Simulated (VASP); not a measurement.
# MgS (F-43m) in VASP: a series of runs

The runs below take MgS through single point, with r2SCAN.

Everything below comes from runs of VASP 6.6.1. Logs are shortened: lines on timing, memory, paths and dates and some standing lists are left out, and cuts for length are marked.

### 1 The cell of the first run

Symmetry: F-43m, No. 216, cubic system. Conventional cell: a = 5.151 Å, b = 5.151 Å, c = 5.151 Å, α = 90.00°, β = 90.00°, γ = 90.00°. Mg (site symmetry -43m) has 4 S at 2.23 Å within 2.9 Å. S (site symmetry -43m) has 4 Mg at 2.23 Å within 2.9 Å.

### 2 Single point, r2SCAN

File POSCAR:

```
MgS
1.0
    0.0000000000      2.5753816654      2.5753816654
    2.5753816654      0.0000000000      2.5753816654
    2.5753816654      2.5753816654      0.0000000000
Mg S
1 1
Direct
    0.0000000000      0.0000000000      0.0000000000
    0.2500000000      0.2500000000      0.2500000000
```

File INCAR.step1:

```
SYSTEM = MgS
PREC = Accurate ; ENCUT = 660
ISMEAR = 0 ; SIGMA = 0.01
LREAL = .FALSE. ; LASPH = .TRUE.
NELM = 120 ; NBANDS = 11
GGA = PE ; ALGO = Normal
EDIFF = 1E-5 ; LWAVE = .TRUE.
LCHARG = .FALSE. ; GGA_COMPAT = .FALSE.
```

File INCAR.step2:

```
SYSTEM = MgS
PREC = Accurate ; ENCUT = 660
EDIFF = 1E-6 ; ISMEAR = 0
SIGMA = 0.01 ; LREAL = .FALSE.
LASPH = .TRUE. ; NELM = 120
ALGO = Normal ; ISIF = 2
LWAVE = .FALSE. ; LCHARG = .FALSE.
METAGGA = R2SCAN ; LMIXTAU = .TRUE.
NBANDS = 11 ; ISTART = 1
GGA_COMPAT = .FALSE.
```

File KPOINTS:

```
regular mesh
0
G
  7 7 7
  0 0 0
```

Potentials or basis: VASP PAW PBE potentials, release 64 (Mg, S).

Launch:

```console
> cat potpaw_PBE.64/Mg/POTCAR potpaw_PBE.64/S/POTCAR > POTCAR
> cp INCAR.step1 INCAR
> mpirun -np 1 vasp_std > vasp.out
> cp INCAR.step2 INCAR
> mpirun -np 1 vasp_std > vasp.out
```

OUTCAR:

```text
SYSTEM = MgS
   PREC = Accurate
   ENCUT = 660
   EDIFF = 1E-6
   ISMEAR = 0
   LREAL = .FALSE.
   LASPH = .TRUE.
   NELM = 120
   ISIF = 2
   METAGGA = R2SCAN
   ISTART = 1

 ion  position               nearest neighbor table
   1  0.000  0.000  0.000-   2 2.23   2 2.23   2 2.23   2 2.23
   2  0.250  0.250  0.250-   1 2.23   1 2.23   1 2.23   1 2.23

  LATTYP: Found a face centered cubic cell.
 ALAT       =     5.1507633308

  Lattice vectors:

 A1 = (   0.0000000000,   2.5753816654,   2.5753816654)
 A2 = (   2.5753816654,   0.0000000000,   2.5753816654)
 A3 = (   2.5753816654,   2.5753816654,   0.0000000000)

Analysis of symmetry for initial positions (statically):
=====================================================================
 Subroutine PRICEL returns:
 Original cell was already a primitive cell.

 Routine SETGRP: Setting up the symmetry group for a
 face centered cubic supercell.

 Subroutine GETGRP returns: Found 24 space group operations
 (whereof 24 operations were pure point group operations)
 out of a pool of 48 trial point group operations.

The static configuration has the point symmetry T_d .

Analysis of symmetry for dynamics (positions and initial velocities):
=====================================================================
 Subroutine PRICEL returns:
 Original cell was already a primitive cell.

 Routine SETGRP: Setting up the symmetry group for a
 face centered cubic supercell.

 Subroutine GETGRP returns: Found 24 space group operations
 (whereof 24 operations were pure point group operations)
 out of a pool of 48 trial point group operations.

The dynamic configuration has the point symmetry T_d .

 Subroutine INISYM returns: Found 24 space group operations
 (whereof 24 operations are pure point group operations),
 and found     1 'primitive' translations

----------------------------------------------------------------------------------------

                                     Primitive cell

  volume of cell :      34.1629

  direct lattice vectors                    reciprocal lattice vectors
     0.000000000  2.575381665  2.575381665    -0.194145981  0.194145981  0.194145981
     2.575381665  0.000000000  2.575381665     0.194145981 -0.194145981  0.194145981
     2.575381665  2.575381665  0.000000000     0.194145981  0.194145981 -0.194145981

  length of vectors
     3.642139679  3.642139679  3.642139679     0.336270703  0.336270703  0.336270703

  position of ions in fractional coordinates (direct lattice)
     0.000000000  0.000000000  0.000000000
     0.250000000  0.250000000  0.250000000

  ion indices of the primitive-cell ions
   primitive index   ion index
                 1           1
                 2           2

----------------------------------------------------------------------------------------

 KPOINTS: regular mesh

Automatic generation of k-mesh.
 Grid dimensions read from file:
 generate k-points for:    7    7    7

 Generating k-lattice:

  Cartesian coordinates                     Fractional coordinates (reciprocal lattice)
    -0.027735140  0.027735140  0.027735140     0.142857143  0.000000000  0.000000000
     0.027735140 -0.027735140  0.027735140     0.000000000  0.142857143  0.000000000
     0.027735140  0.027735140 -0.027735140     0.000000000  0.000000000  0.142857143

  Length of vectors
     0.048038672  0.048038672  0.048038672

  Shift w.r.t. Gamma in fractional coordinates (k-lattice)
     0.000000000  0.000000000  0.000000000

 Subroutine IBZKPT returns following result:
 ===========================================

 Found     20 irreducible k-points:

 Following reciprocal coordinates:
            Coordinates               Weight
  0.000000  0.000000  0.000000      1.000000
  0.142857  0.000000  0.000000      8.000000
  0.285714  0.000000  0.000000      8.000000
  0.428571  0.000000  0.000000      8.000000
  0.142857  0.142857  0.000000      6.000000
  0.285714  0.142857  0.000000     24.000000
[... 12 lines left out ...]
 -0.428571  0.428571  0.142857     24.000000
 -0.285714  0.428571  0.142857     24.000000
   k-points           NKPTS =     20   k-points in BZ     NKDIM =     20   number of bands    NBANDS=     11
   number of dos      NEDOS =    301   number of ions     NIONS =      2
   total plane-waves  NPLWV =  32768
   dimension x,y,z NGX =    32 NGY =   32 NGZ =   32
   dimension x,y,z NGXF=    64 NGYF=   64 NGZF=   64
   ions per type =               1   1
   NGX,Y,Z   is equivalent  to a cutoff of  14.61, 14.61, 14.61 a.u.
   NGXF,Y,Z  is equivalent  to a cutoff of  29.21, 29.21, 29.21 a.u.
 SYSTEM =  MgS
   PREC   = accura    normal or accurate (medium, high low for compatibility)
   ISTART =      1    job   : 0-new  1-cont  2-samecut
   ICHARG =      0    charge: 1-file 2-atom 10-const
   ISPIN  =      1    spin polarized calculation?
   LNONCOLLINEAR =      F non collinear calculations
   LSORBIT =      F    spin-orbit coupling
   LASPH  =      T    aspherical Exc in radial PAW
   ENCUT  =  660.0 eV  48.51 Ry    6.96 a.u.   7.63  7.63  7.63*2*pi/ulx,y,z
   NELM   =    120;   NELMIN=  2; NELMDL=  0     # of ELM steps
   EDIFF  = 0.1E-05   stopping-criterion for ELM
   LREAL  =      F    real-space projection
   EDIFFG = 0.1E-04   stopping-criterion for IOM
   NSW    =      0    number of steps for IOM
   IBRION =     -1    ionic relax: 0-MD 1-quasi-New 2-CG
   NFREE  =      0    steps in history (QN), initial steepest desc. (CG)
   ISIF   =      2    stress and relaxation
   ISYM   =      2    0-nonsym 1-usesym 2-fastsym
   POTIM  = 0.5000    time-step for ionic-motion
   TEBEG  =    0.0;   TEEND  =   0.0 temperature during run
   PSTRESS=    0.0 pullay stress
   NELECT =       8.0000    total number of electrons
   NUPDOWN=      -1.0000    fix difference up-down
   EMIN   =  10.00;   EMAX   =-10.00  energy-range for DOS
   EFERMI =   0.00;   METHOD = LEGACY
   ISMEAR =     0;   SIGMA  =   0.01  broadening in eV -4-tet -1-fermi 0-gaus
   EFERMI_NEDOS =   21; number of points for ismear=-14 and -15
   IALGO  =     38    algorithm
   IMIX   =      4    mixing-type and parameters
     AMIX     =   0.40;   BMIX     =  1.00
     AMIX_MAG =   1.60;   BMIX_MAG =  1.00
  volume/ion in A,a.u.               =      17.08       115.27
  Fermi-wavevector in a.u.,A,eV,Ry     =   1.009067  1.906860 13.853666  1.018216
  Thomas-Fermi vector in A             =   2.141972
   LORBIT       =      0    0 simple, 1 ext, 2 COOP (PROOUT), +10 PAW based schemes
   METAGGA = R2SCAN    functional components
   LHFCALC =     F    Hartree Fock is set to
   AEXX    =    0.0000 exact exchange contribution
   IVDW    =     0    specifies the selected vdW correction
   LEPSILON=     F    determine dielectric tensor
   LRPA    =     F    only Hartree local field effects (RPA)
 non-spin polarized calculation
 Gauss-broadening in eV      SIGMA  =   0.01
  energy-cutoff  :      660.00
  volume of cell :       34.16
 maximum number of plane-waves:      1363
   NGX = 15   NGY = 15   NGZ = 15

 number of electron       8.0000000 magnetization

 Free energy of the ion-electron system (eV)
  ---------------------------------------------------
  ext. energy  EPLUGINS =         0.00000000
  ---------------------------------------------------
  free energy    TOTEN  =       -14.63698152 eV

  energy without entropy =      -14.63698152  energy(sigma->0) =      -14.63698152

 E-fermi :   2.8894     XC(G=0):  -9.9734

 val. band max:        2.8462158574   @ k =   0.0000   0.0000   0.0000
 cond. band min:       7.0231659120   @ k =   0.4286   0.4286   0.0000
 fundamental gap:      4.1769500546
 Fermi energy:         2.8893787473

 k-point     1 :       0.0000    0.0000    0.0000
  band No.  band energies     occupation
      1     -10.0739      2.00000
      2       2.8462      2.00000
      3       2.8462      2.00000
      4       2.8462      2.00000
      5       8.6682      0.00000
      6      12.1373      0.00000
      7      12.1373      0.00000
      8      12.1373      0.00000
      9      14.8375      0.00000
     10      14.8375      0.00000
     11      19.4417      0.00000

 k-point     2 :       0.1429    0.0000    0.0000
  band No.  band energies     occupation
      1      -9.8820      2.00000
      2       1.8015      2.00000
      3       2.7574      2.00000
      4       2.7574      2.00000
      5       9.4815      0.00000
      6      12.1141      0.00000
      7      12.4061      0.00000
      8      12.4061      0.00000
      9      14.2661      0.00000
     10      14.2661      0.00000
     11      18.2302      0.00000

 k-point     3 :       0.2857    0.0000    0.0000
  band No.  band energies     occupation
      1      -9.3925      2.00000
      2       0.0018      2.00000
      3       2.5753      2.00000
      4       2.5753      2.00000
      5       9.8932      0.00000
      6      12.0250      0.00000
      7      12.0250      0.00000
      8      12.9695      0.00000
      9      15.0487      0.00000
     10      15.0487      0.00000
     11      17.5373      0.00000

 k-point     4 :       0.4286    0.0000    0.0000
  band No.  band energies     occupation
      1      -8.9152      2.00000
      2      -1.2562      2.00000
      3       2.4437      2.00000
      4       2.4437      2.00000
      5       9.7033      0.00000
      6      11.4447      0.00000
      7      11.4447      0.00000
      8      13.5155      0.00000
      9      17.1935      0.00000
     10      17.1935      0.00000
     11      18.8465      0.00000

 k-point     5 :       0.1429    0.1429    0.0000
  band No.  band energies     occupation
      1      -9.8181      2.00000
      2       1.8788      2.00000
      3       2.5192      2.00000
      4       2.5192      2.00000
      5       9.6937      0.00000
      6      11.4615      0.00000
      7      12.9082      0.00000
      8      12.9082      0.00000
      9      13.0484      0.00000
     10      15.2657      0.00000
     11      20.0256      0.00000
[... 155 lines left out ...]
 k-point    17 :       0.4286    0.2857    0.1429
  band No.  band energies     occupation
      1      -9.0205      2.00000
      2      -0.1152      2.00000
      3       1.3798      2.00000
      4       2.1653      2.00000
      5       9.5918      0.00000
      6      11.1784      0.00000
      7      12.2058      0.00000
      8      14.2451      0.00000
      9      14.8446      0.00000
     10      18.4933      0.00000
     11      20.3007      0.00000

 k-point    18 :      -0.4286    0.2857    0.1429
  band No.  band energies     occupation
      1      -8.6434      2.00000
      2      -0.6989      2.00000
      3       0.8863      2.00000
      4       1.8580      2.00000
      5       9.4489      0.00000
      6      11.2510      0.00000
      7      12.8199      0.00000
      8      14.0800      0.00000
      9      16.4065      0.00000
     10      18.6304      0.00000
     11      20.0615      0.00000

 k-point    19 :      -0.4286    0.4286    0.1429
  band No.  band energies     occupation
      1      -8.4955      2.00000
      2      -0.5609      2.00000
      3       0.8892      2.00000
      4       1.2703      2.00000
      5       8.1399      0.00000
      6      10.6406      0.00000
      7      13.9148      0.00000
      8      15.8109      0.00000
      9      17.5607      0.00000
     10      19.5250      0.00000
     11      20.4623      0.00000

 k-point    20 :      -0.2857    0.4286    0.1429
  band No.  band energies     occupation
      1      -8.4407      2.00000
      2      -0.1627      2.00000
      3       0.0291      2.00000
      4       1.3446      2.00000
      5       8.8348      0.00000
      6      11.7685      0.00000
      7      13.4132      0.00000
      8      13.9064      0.00000
      9      17.6847      0.00000
     10      18.3111      0.00000
     11      21.2260      0.00000

------------------------ aborting loop because EDIFF is reached ----------------------------------------

  FORCE on cell =-STRESS in cart. coord.  units (eV):
  Direction    XX          YY          ZZ          XY          YZ          ZX
  --------------------------------------------------------------------------------------
  -------------------------------------------------------------------------------------
  Total        6.3864099      6.3864099      6.3864099      0.0000000      0.0000000      0.0000000
  in kB      299.5108611    299.5108611    299.5108611      0.0000000      0.0000000      0.0000000
  external PRESSURE =     299.5108611 kB  Pullay stress =       0.0000000 kB

 VOLUME and BASIS-vectors are now :
 -----------------------------------------------------------------------------
  energy-cutoff  :      660.00
  volume of cell :       34.16
      direct lattice vectors                 reciprocal lattice vectors
     0.000000000  2.575381665  2.575381665    -0.194145981  0.194145981  0.194145981
     2.575381665  0.000000000  2.575381665     0.194145981 -0.194145981  0.194145981
     2.575381665  2.575381665  0.000000000     0.194145981  0.194145981 -0.194145981

 POSITION                                       TOTAL-FORCE (eV/Angst)
 -----------------------------------------------------------------------------------
      0.00000      0.00000      0.00000        -0.000000     -0.000000     -0.000000
      1.28769      1.28769      1.28769         0.000000      0.000000      0.000000
 -----------------------------------------------------------------------------------
    total drift:                               -0.000000     -0.000000     -0.000000

  FREE ENERGIE OF THE ION-ELECTRON SYSTEM (eV)
  ---------------------------------------------------
  free  energy   TOTEN  =       -14.6369815224 eV

  energy  without entropy=      -14.6369815224  energy(sigma->0) =      -14.63698152
```

Wall time 52 s (1 thread of Intel Xeon Platinum 8259CL at 2.50GHz (Skylake/Cascade Lake), shared host); peak memory 0.19 GiB.

Results:

- Free energy: -14.6370 eV
- Pressure: 30.0 GPa
- Band gap on the k mesh: 4.18 eV (least direct gap 5.55 eV)

Levels at points of the mesh, in eV from the valence-band top:
```
           k point  band 1  band 2  band 3  band 4  band 5  band 6  band 7  band 8  band 9
(0.00, 0.00, 0.00)  -12.92    0.00    0.00    0.00    5.82    9.29    9.29    9.29   11.99
```

Caveat: the cell stands under pressure; the PAW data sets were made with another functional, which shifts forces and pressure a little; an odd mesh through Γ misses points on the zone boundary, where band edges can lie.

### 3 Single point, r2SCAN

This run uses another cell than the first one, of 18.27 Å³/atom.

File POSCAR:

```
MgS
1.0
    0.0000000000      2.6339546330      2.6339546330
    2.6339546330      0.0000000000      2.6339546330
    2.6339546330      2.6339546330      0.0000000000
Mg S
1 1
Direct
    0.0000000000      0.0000000000      0.0000000000
    0.2500000000      0.2500000000      0.2500000000
```

INCAR.step1 is that of step 2.

INCAR.step2 is that of step 2.

File KPOINTS:

```
Automatic mesh
0
G
  7 7 7
  0 0 0
```

Potentials or basis: VASP PAW PBE potentials, release 64 (Mg, S).

Launch:

```console
> cat potpaw_PBE.64/Mg/POTCAR potpaw_PBE.64/S/POTCAR > POTCAR
> cp INCAR.step1 INCAR
> mpirun -np 1 vasp_std > vasp.out
> cp INCAR.step2 INCAR
> mpirun -np 1 vasp_std > vasp.out
```

Run time: 58 s. Hardware: 1 thread of Intel Xeon Platinum 8259CL at 2.50GHz (Skylake/Cascade Lake), shared host; peak memory 0.19 GiB.

It converged, with:

- Free energy: -15.0039 eV
- Pressure: 19.8 GPa
- Band gap on the k mesh: 4.28 eV (least direct gap 5.39 eV)

Levels at points of the mesh, in eV from the valence-band top:
| k point | band 1 | band 2 | band 3 | band 4 | band 5 | band 6 | band 7 | band 8 |
| --- | --- | --- | --- | --- | --- | --- | --- | --- |
| (0.00, 0.00, 0.00) | -12.60 | 0.00 | 0.00 | 0.00 | 5.39 | 9.13 | 9.13 | 9.13 |

Caveat: the cell stands under pressure; the PAW data sets were made with another functional, which shifts forces and pressure a little; an odd mesh through Γ misses points on the zone boundary, where band edges can lie.

### 4 Single point, r2SCAN

This run uses another cell than the first one, of 19.95 Å³/atom.

File POSCAR:

```
MgS
1.0
    0.0000000000      2.7119548416      2.7119548416
    2.7119548416      0.0000000000      2.7119548416
    2.7119548416      2.7119548416      0.0000000000
Mg S
1 1
Direct
    0.0000000000      0.0000000000      0.0000000000
    0.2500000000      0.2500000000      0.2500000000
```

File INCAR.step1:

```
SYSTEM = MgS
PREC = Accurate
ENCUT = 660
ISMEAR = 0
SIGMA = 0.01
LREAL = .False.
LASPH = .True.
NELM = 120
NBANDS = 11
GGA = PE
ALGO = Normal
EDIFF = 1E-5
LWAVE = .True.
LCHARG = .False.
GGA_COMPAT = .False.
```

File INCAR.step2:

```
SYSTEM = MgS
PREC = Accurate
ENCUT = 660
EDIFF = 1E-6
ISMEAR = 0
SIGMA = 0.01
LREAL = .False.
LASPH = .True.
NELM = 120
ALGO = Normal
ISIF = 2
LWAVE = .False.
LCHARG = .True.
METAGGA = R2SCAN
LMIXTAU = .True.
LELF = .True.
LVHAR = .True.
NBANDS = 11
ISTART = 1
GGA_COMPAT = .False.
```

File KPOINTS:

```
regular mesh
0
Gamma
  7 7 7
  0 0 0
```

Launch:

```console
> cat potpaw_PBE.64/Mg/POTCAR potpaw_PBE.64/S/POTCAR > POTCAR
> cp INCAR.step1 INCAR
> mpirun -np 1 vasp_std > vasp.out
> cp INCAR.step2 INCAR
> mpirun -np 1 vasp_std > vasp.out
```

Run time: 54 s. Hardware: 1 thread of Intel Xeon Platinum 8259CL at 2.50GHz (Skylake/Cascade Lake), shared host; peak memory 0.18 GiB.

The run converged. Its results:

| Quantity | Value |
| --- | --- |
| Free energy | -15.3062 eV |
| Pressure | 9.8 GPa |
| Band gap on the k mesh | 4.39 eV (least direct gap 4.85 eV) |

Levels at points of the mesh, in eV from the valence-band top:
```
           k point  band 1  band 2  band 3  band 4  band 5  band 6  band 7  band 8  band 9
(0.00, 0.00, 0.00)  -12.22    0.00    0.00    0.00    4.85    8.92    8.92    8.92   11.72
```

Caveat: the cell stands under pressure; the PAW data sets were made with another functional, which shifts forces and pressure a little; an odd mesh through Γ misses points on the zone boundary, where band edges can lie.

### 5 The runs side by side

```csv
cell,gap on the mesh (eV),pressure (GPa)
"a = 3.642 Å, angles 60.0°, 2 atoms",4.18,30.0
"a = 3.725 Å, angles 60.0°, 2 atoms",4.28,19.8
"a = 3.835 Å, angles 60.0°, 2 atoms",4.39,9.8
```

Alike in all rows: task single point; level r2SCAN; potentials or basis VASP PAW PBE potentials, release 64 (Mg, S); no spin polarisation; k mesh 7 × 7 × 7; cutoff (eV) 660; smearing gaussian 0.01 eV.

Caveats: the cell stands under pressure; the PAW data sets were made with another functional, which shifts forces and pressure a little; an odd mesh through Γ misses points on the zone boundary, where band edges can lie.

Absolute energies hang on the potentials; compare differences alone.
